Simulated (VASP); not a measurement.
# Cd (Fd-3m) in VASP: notebook, part 2 of 2

VASP 6.6.1. Earlier steps stand in the parts before.

## Step 3: Single point, LDA

This run uses another cell than the first one, of 25.82 Å³/atom.

File INCAR:

```
SYSTEM = Cd
PREC = Accurate
ENCUT = 630
EDIFF = 1E-6
ISMEAR = 0
SIGMA = 0.1
LREAL = .False.
LASPH = .True.
NELM = 120
ALGO = Normal
ISIF = 2
LWAVE = .False.
LCHARG = .False.
GGA = CA
NBANDS = 27
GGA_COMPAT = .False.
```

File KPOINTS:

```
regular mesh
0
Gamma
  6 6 6
  0 0 0
```

File POSCAR:

```
Cd
1.0
    0.0000000000      2.9557823354      2.9557823354
    2.9557823354      0.0000000000      2.9557823354
    2.9557823354      2.9557823354      0.0000000000
Cd
2
Direct
    0.0000000000      0.0000000000      0.0000000000
    0.2500000000      0.2500000000      0.2500000000
```

Potentials or basis: VASP PAW LDA potentials, release 64 (Cd_sv_GW).

Launch:

```bash
$ cat potpaw_LDA.64/Cd_sv_GW/POTCAR > POTCAR
$ mpirun -np 1 vasp_std > vasp.out
```

OUTCAR:

```text
SYSTEM = Cd
   PREC = Accurate
   ENCUT = 630
   EDIFF = 1E-6
   ISMEAR = 0
   LREAL = .False.
   LASPH = .True.
   NELM = 120
   ISIF = 2
   GGA = CA

 ion  position               nearest neighbor table
   1  0.000  0.000  0.000-   2 2.56   2 2.56   2 2.56   2 2.56
   2  0.250  0.250  0.250-   1 2.56   1 2.56   1 2.56   1 2.56

  LATTYP: Found a face centered cubic cell.
 ALAT       =     5.9115646708

  Lattice vectors:

 A1 = (   0.0000000000,   2.9557823354,   2.9557823354)
[... 657 lines left out ...]

------------------------ aborting loop because EDIFF is reached ----------------------------------------

  FORCE on cell =-STRESS in cart. coord.  units (eV):
  Direction    XX          YY          ZZ          XY          YZ          ZX
  --------------------------------------------------------------------------------------
  -------------------------------------------------------------------------------------
  Total        3.2219328      3.2219328      3.2219328      0.0000000      0.0000000     -0.0000000
  in kB       99.9492909     99.9492909     99.9492909      0.0000000      0.0000000     -0.0000000
  external PRESSURE =      99.9492909 kB  Pullay stress =       0.0000000 kB

 VOLUME and BASIS-vectors are now :
 -----------------------------------------------------------------------------
  energy-cutoff  :      630.00
  volume of cell :       51.65
      direct lattice vectors                 reciprocal lattice vectors
     0.000000000  2.955782335  2.955782335    -0.169159953  0.169159953  0.169159953
     2.955782335  0.000000000  2.955782335     0.169159953 -0.169159953  0.169159953
     2.955782335  2.955782335  0.000000000     0.169159953  0.169159953 -0.169159953

 POSITION                                       TOTAL-FORCE (eV/Angst)
 -----------------------------------------------------------------------------------
      0.00000      0.00000      0.00000         0.000000     -0.000000      0.000000
      1.47789      1.47789      1.47789        -0.000000      0.000000     -0.000000
 -----------------------------------------------------------------------------------
    total drift:                                0.000000      0.000000      0.000000

  FREE ENERGIE OF THE ION-ELECTRON SYSTEM (eV)
  ---------------------------------------------------
  free  energy   TOTEN  =        -1.7004576778 eV

  energy  without entropy=       -1.6880439562  energy(sigma->0) =       -1.69425082
```

OSZICAR:

```text
N       E                     dE             d eps       ncg     rms          rms(c)
DAV:   1     0.107886314918E+04    0.10789E+04   -0.25903E+04   888   0.243E+03
DAV:   2     0.118183154703E+03   -0.96068E+03   -0.90106E+03   864   0.893E+02
DAV:   3     0.362201197976E+01   -0.11456E+03   -0.11290E+03  1310   0.381E+02
DAV:   4    -0.149053783834E+01   -0.51125E+01   -0.51028E+01  1248   0.112E+02
DAV:   5    -0.185783721859E+01   -0.36730E+00   -0.36727E+00  1341   0.247E+01    0.375E+01
DAV:   6    -0.171511574678E+01    0.14272E+00   -0.47805E-01  1357   0.153E+01    0.222E+01
DAV:   7    -0.170058401054E+01    0.14532E-01   -0.51143E-02  1232   0.291E+00    0.195E+00
DAV:   8    -0.170051991387E+01    0.64097E-04   -0.38801E-03  1213   0.146E+00    0.113E-01
DAV:   9    -0.170045770855E+01    0.62205E-04   -0.33468E-04  1336   0.262E-01    0.241E-02
DAV:  10    -0.170045767782E+01    0.30730E-07   -0.73742E-06  1234   0.543E-02
   1 F= -.17004577E+01 E0= -.16942508E+01  d E =-.124137E-01
```

Run time: 18 s. Hardware: 1 thread of Intel Xeon Platinum 8488C (Sapphire Rapids), shared host; peak memory 0.18 GiB.

Results:

* Free energy: -1.7005 eV
* Pressure: 10.0 GPa
* Band gap on the k mesh: zero (bands 20 and 21 overlap by 7.00 eV)

Caveat: the cell stands under pressure.

## Step 4: Relaxation of cell and atoms, LDA, target pressure 30 GPa, at which the enthalpy is minimised

File INCAR:

```
PREC = Accurate
ENCUT = 630
EDIFF = 1E-7
ISMEAR = 0
SIGMA = 0.1
LREAL = F
LASPH = T
NELM = 120
ALGO = Normal
ISIF = 3
LWAVE = F
LCHARG = F
IBRION = 2
NSW = 60
EDIFFG = -0.03
PSTRESS = 300.0
GGA_COMPAT = F
NELMIN = 4
```

File KPOINTS:

```
Automatic mesh
0
Gamma
  6 6 6
```

File POSCAR:

```
Cd
1.0
    0.0000000000      3.0400000000      3.0400000000
    3.0400000000      0.0000000000      3.0400000000
    3.0400000000      3.0400000000      0.0000000000
Cd
2
Direct
    0.0000000000      0.0000000000      0.0000000000
    0.2500000000      0.2500000000      0.2500000000
```

Launch:

```bash
$ cat potpaw_LDA.64/Cd_sv_GW/POTCAR > POTCAR
$ mpirun -np 1 vasp_std > vasp.out
```

It took 1.7 min on 1 thread of Intel Xeon Platinum 8259CL at 2.50GHz (Skylake/Cascade Lake), shared host; peak memory 0.2 GiB.

The run converged. Its results:

* Free energy: -0.7558 eV
* Relaxed volume: 21.78 Å³/atom
* Relaxed cell: a = 3.949 Å, b = 3.949 Å, c = 3.949 Å, α = 60.00°, β = 60.00°, γ = 60.00°
* Space group after relaxing (to 0.1 Å): Fd-3m (No. 227)
* Energy change on relaxing (the run minimises the enthalpy): +576.7 meV/atom
* Ionic steps: 5
* Pressure after relaxing: 30.0 GPa
* Band gap on the k mesh: zero (bands 20 and 21 overlap by 8.42 eV)

The path:
```tsv
step	energy change (eV)	largest force (eV/Å)	pressure (GPa)	volume (Å³)
1	0.0000	0.0000	4.73	56.19
2	10.9380	0.0000	231.64	27.31
3	0.8975	0.0000	24.95	45.05
4	1.0318	0.0000	27.63	44.23
5	1.1533	0.0000	30.01	43.55
```

Final structure:
```
Cd
1.0
     0.00000    2.79255    2.79255
     2.79255    0.00000    2.79255
     2.79255    2.79255    0.00000
Cd
2
Direct
  0.00000 0.00000 0.00000
  0.25000 0.25000 0.25000
```

Levels at points of the mesh, in eV from the Fermi level:
| k point | band 17 | band 18 | band 19 | band 20 | band 21 | band 22 | band 23 | band 24 |
| --- | --- | --- | --- | --- | --- | --- | --- | --- |
| (0.00, 0.00, 0.00) | -8.86 | -8.21 | -8.21 | 7.27 | 7.27 | 7.27 | 7.98 | 7.98 |
| (0.50, 0.00, 0.00) | -8.24 | -8.24 | -4.70 | -3.97 | 4.28 | 4.28 | 7.96 | 8.73 |
| (0.50, 0.50, 0.00) | -8.10 | -8.10 | -3.19 | -3.19 | 0.97 | 0.97 | 5.42 | 5.42 |

Caveat: the cell is relaxed towards a set pressure, so the run minimises the enthalpy, not the energy; the volume moved by over 15 % at a fixed basis, so the end points are rough.

## Step 5: The runs side by side

| task | cell | gap on the mesh (eV) | pressure (GPa) |
| --- | --- | --- | --- |
| relaxation of cell and atoms | relaxed from a = 4.299 Å, angles 60.0°, 2 atoms | none | 0.0 |
| single point | a = 4.180 Å, angles 60.0°, 2 atoms | none | 10.0 |
| relaxation of cell and atoms | relaxed to 30 GPa from a = 4.299 Å, angles 60.0°, 2 atoms | none | 30.0 |

Alike in all rows: level LDA; potentials or basis VASP PAW LDA potentials, release 64 (Cd_sv_GW); no spin polarisation; k mesh 6 × 6 × 6; cutoff (eV) 630; smearing gaussian 0.1 eV.

Caveats: the cell stands under pressure (at least some runs); the cell is relaxed towards a set pressure, so the run minimises the enthalpy, not the energy (at least some runs); the volume moved by over 15 % at a fixed basis, so the end points are rough (at least some runs).

Total energies depend on the potentials used, so only differences within one code and one set of settings carry meaning.
